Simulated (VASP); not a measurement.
Crystal: SiTe3.

```
Si Te
1.0
     6.62073    0.00000    0.00000
    -3.31036    5.73372    0.00000
     0.00000    0.00000    5.36874
Si Te
2 6
Direct
  0.66667 0.33333 0.25000
  0.33333 0.66667 0.75000
  0.33280 0.16640 0.75000
  0.83360 0.16640 0.75000
  0.83360 0.66720 0.75000
  0.66720 0.83360 0.25000
  0.16640 0.83360 0.25000
  0.16640 0.33280 0.25000
```

```yaml
Program: VASP 6.6.1
Task: relaxation of cell and atoms
Functional: PBE
Potentials_or_basis: VASP PAW PBE potentials, release 64 (Si, Te)
Cutoff: 600 eV
k_mesh: 3 × 3 × 4
Occupations: gaussian, width 0.1 eV
Spin: no spin polarisation
```

At the start: pressure 0.7 GPa; volume 25.48 Å³/atom.

**Question.** Where does the relaxation end?

**Answer.** Over 30 steps the energy falls by 297.2 meV/atom and the volume is 28.83 Å³/atom (+13.2 %); space group P6_3/mmc (No. 194, to 0.05 Å).

The path:
| step | energy change (eV) | largest force (eV/Å) | pressure (GPa) | volume (Å³) |
| --- | --- | --- | --- | --- |
| 1 | 0.0000 | 0.8437 | 0.73 | 203.80 |
| 2 | -0.2810 | 0.4603 | -0.44 | 207.17 |
| 3 | -0.4665 | 0.1415 | -1.22 | 211.14 |
| 4 | -0.4967 | 0.0246 | -1.44 | 213.08 |
| 5 | -0.5002 | 0.0124 | -1.50 | 213.82 |
| 6 | -0.5251 | 0.1235 | 1.28 | 204.38 |
| 7 | -0.5384 | 0.0749 | 0.18 | 208.01 |
| 8 | -0.5384 | 0.0736 | 0.14 | 208.13 |
| 9 | -0.5428 | 0.0162 | 0.01 | 208.58 |
| 10 | -0.5500 | 0.0619 | -0.28 | 209.29 |
| 11 | -0.5631 | 0.1814 | -0.64 | 210.65 |
| 12 | -0.5645 | 0.1879 | -0.62 | 210.62 |
| 13 | -0.5682 | 0.2112 | -0.56 | 210.52 |
| 14 | -0.5758 | 0.2662 | -0.41 | 210.31 |
| 15 | -0.6022 | 0.2389 | 0.06 | 209.82 |
| 16 | -0.7509 | 0.2364 | 1.16 | 208.55 |
| 17 | -1.1228 | 0.8355 | 4.06 | 204.87 |
| 18 | -1.0076 | 1.1949 | 5.92 | 202.52 |
| 19 | -1.1195 | 0.9258 | 4.47 | 204.32 |
| 20 | -1.1223 | 0.8942 | 4.32 | 204.52 |
| 21 | -1.3298 | 0.7631 | 2.25 | 210.85 |
| 22 | -1.5009 | 0.5031 | -2.34 | 230.62 |
| 23 | -1.5142 | 0.5415 | -1.59 | 226.56 |
| 24 | -1.6403 | 0.5299 | -1.43 | 226.30 |
| 25 | -2.0358 | 0.3680 | -0.75 | 225.20 |
| 26 | -2.3092 | 0.1913 | 2.34 | 221.58 |
| 27 | -2.3414 | 0.0300 | 1.30 | 222.62 |
| 28 | -2.3768 | 0.0191 | -0.09 | 230.76 |
| 29 | -2.3768 | 0.0190 | -0.09 | 230.77 |
| 30 | -2.3776 | 0.0140 | 0.00 | 230.65 |

Final structure:
```yaml
crystal:
  lattice:
    - [8.35748, 0.00000, 0.00000]
    - [-4.17874, 7.23779, 0.00000]
    - [0.00000, 0.00000, 3.81296]
  atoms:
    - { symbol: Si, position: [0.66667, 0.33333, 0.25000] }
    - { symbol: Si, position: [0.33333, 0.66667, 0.75000] }
    - { symbol: Te, position: [0.37699, 0.18849, 0.75000] }
    - { symbol: Te, position: [0.81151, 0.18849, 0.75000] }
    - { symbol: Te, position: [0.81151, 0.62301, 0.75000] }
    - { symbol: Te, position: [0.62301, 0.81151, 0.25000] }
    - { symbol: Te, position: [0.18849, 0.81151, 0.25000] }
    - { symbol: Te, position: [0.18849, 0.37699, 0.25000] }
```

Caveat: the k points lie up to 0.41 Å⁻¹ apart in the final cell.
